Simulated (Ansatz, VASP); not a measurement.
HfN: VASP beside Ansatz

```xyz
10
Lattice="3.1889 0.0000 0.0000 -1.5945 2.7617 0.0000 0.0000 0.0000 13.3747" Properties=species:S:1:pos:R:3 pbc="T T T"
Hf    0.0000    0.0000   -0.0204
Hf    0.0000    1.8411    2.6492
Hf    0.0000    0.0000    5.3756
Hf    0.0000    1.8411    8.0453
Hf    1.5945    0.9206   10.6998
N     1.5945    0.9206    1.2565
N     1.5945    0.9206    4.0124
N     1.5945    0.9206    6.7683
N     0.0000    0.0000    9.3668
N     0.0000    1.8411   12.0328
```

Alike in both runs: functional PBE; k mesh 12 × 12 × 4; occupations gaussian, width 0.1 eV; no spin polarisation.

Ansatz relaxed the structure, and its values are those at the end. VASP's run is a single point on that final structure, the one shown.

|  | VASP | Ansatz |
| --- | --- | --- |
| version | VASP 6.6.1 | Ansatz 0.2.0 |
| potentials or method | VASP PAW PBE potentials, release 64 (Hf_pv, N), cutoff 600 eV | scalar-relativistic, plane waves, PAW |
| valence electrons in the cell | 75 | 155 |

```tsv
	VASP	Ansatz	Ansatz less VASP
gap on the k mesh at the Fermi level (eV)	none	none	-
pressure (GPa)	-2.4	0.0	+2.39
rms of the force components (eV/Å)	0.006	0.001	-0.0053
```

A gap of «none» marks a metal or a gap that the smearing closes. With one functional, cell and mesh, what is left measures potentials, basis and numerics. VASP's potentials hold 75 valence electrons a cell and Ansatz's 155, so a difference there can come from the potentials and not from the codes.

Neither program's run includes spin-orbit coupling.
